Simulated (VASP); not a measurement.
A run of VASP 6.6.1 is set up as follows.

File INCAR:

```
  ALGO = Normal
  EDIFF = 1E-6
  ENCUT = 520
  GGA = PE
  ISIF = 2
  ISMEAR = 0
  LASPH = T
  LCHARG = F
  LREAL = F
  LWAVE = F
  NBANDS = 28
  NELM = 80
  PREC = Accurate
  SIGMA = 0.02
```

KPOINTS

```
k-points
0
Gamma
  8 8 8
```

File POSCAR:

```
SrTiO3
1.0
    3.9364041295      0.0000000000      0.0000000000
    0.0000000000      3.9364041295      0.0000000000
    0.0000000000      0.0000000000      3.9364041295
Sr Ti O
1 1 3
Direct
    0.5000000000      0.5000000000      0.5000000000
    0.0000000000      0.0000000000      0.0000000000
    0.5000000000      0.0000000000      0.0000000000
    0.0000000000      0.5000000000      0.0000000000
    0.0000000000      0.0000000000      0.5000000000
```

Potentials or basis: VASP PAW PBE potentials, release 64 (Sr_sv, Ti_sv, O).

Run with:

```sh
$ cat potpaw_PBE.64/Sr_sv/POTCAR potpaw_PBE.64/Ti_sv/POTCAR potpaw_PBE.64/O/POTCAR > POTCAR
$ mpirun -np 1 vasp_std > vasp.out
```

Task: What does it give for the pressure?

Result: 0.6 GPa.

Task: Estimate the band gap on the k mesh.

Result: 1.81 eV, indirect (least direct gap 2.18 eV).

A k mesh can miss the band edges. A hybrid or GW would open this gap; PBE tends to underestimate it.
